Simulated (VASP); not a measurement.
Co3W2, 10 atoms in the cell. Symmetry: P6_3/mmc, No. 194, hexagonal system. The conventional cell has a = 2.694 Å, b = 2.694 Å, c = 21.088 Å, α = 90.00°, β = 90.00°, γ = 120.00°. Within 3.3 Å of Co (site symmetry -6m2) lie 12 Co at 2.47 to 2.69 Å. Co (site symmetry 3m) has 9 Co at 2.47 to 2.69 Å and 3 W at 2.61 Å within 3.3 Å. W (site symmetry 3m) has 3 Co at 2.61 Å and 9 W at 2.69 to 2.96 Å within 3.4 Å. 

```yaml
Program: VASP 6.6.1
Task: single point
Functional: PBE
Potentials_or_basis: VASP PAW PBE potentials, release 64 (Co, W_sv)
Cutoff: 520 eV
k_mesh: 6 × 6 × 1
Occupations: gaussian, width 0.1 eV
Spin: collinear spin, ferromagnetic start
Starting_moments: "[3.0, 3.0, 3.0, 3.0, 3.0, 3.0, 0.0, 0.0, 0.0, 0.0] μB"
Dipole_correction: no
Further_INCAR_settings: ALGO = Fast; EDIFF = 1e-07; NBANDS = 70
```

Potentials or basis: VASP PAW PBE potentials, release 64 (Co, W_sv).

Run with:

```bash
$ cat potpaw_PBE.64/Co/POTCAR potpaw_PBE.64/W_sv/POTCAR > POTCAR
$ mpirun -np 1 vasp_std > vasp.out
```

Hardware: 1 thread of Intel(R) Xeon(R) Platinum 8488C (Sapphire Rapids), on a shared host.

How long does it take, and how much memory?

Run time: 6.5 min on 1 thread of Intel(R) Xeon(R) Platinum 8488C (Sapphire Rapids), with other jobs on the host, peak memory 0.33 GiB. Counts: scf iterations 31, k points 7.
